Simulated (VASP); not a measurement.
SnO, 12 atoms in the cell. The cell holds a slab with vacuum, 12 atoms: a = 3.868 Å, b = 5.067 Å, c = 24.670 Å, α = 90.00°, β = 90.00°, γ = 90.00°. 

* Program: VASP 6.6.1
* Task: single point
* Functional: PBE
* Potentials or basis: VASP PAW PBE potentials, release 64 (Sn_d, O)
* Cutoff: 520 eV
* k mesh: 9 × 7 × 1
* Occupations: gaussian, width 0.05 eV
* Spin: no spin polarisation
* Dipole correction: yes
* Further INCAR settings: ALGO = Normal; EDIFF = 1e-06; NBANDS = 72

Potentials or basis: VASP PAW PBE potentials, release 64 (Sn_d, O).

Command:

```bash
$ cat potpaw_PBE.64/Sn_d/POTCAR potpaw_PBE.64/O/POTCAR > POTCAR
$ mpirun -np 1 vasp_std > vasp.out
```

Hardware: 1 thread of Oxide Virtual Turin-like Processor (shared host).

Problem. Estimate the wall time of this run.

Solution. Run time: 35 min on 1 thread of Oxide Virtual Turin-like Processor, with other jobs on the host, peak memory 0.79 GiB. Counts: scf iterations 25, k points 20.
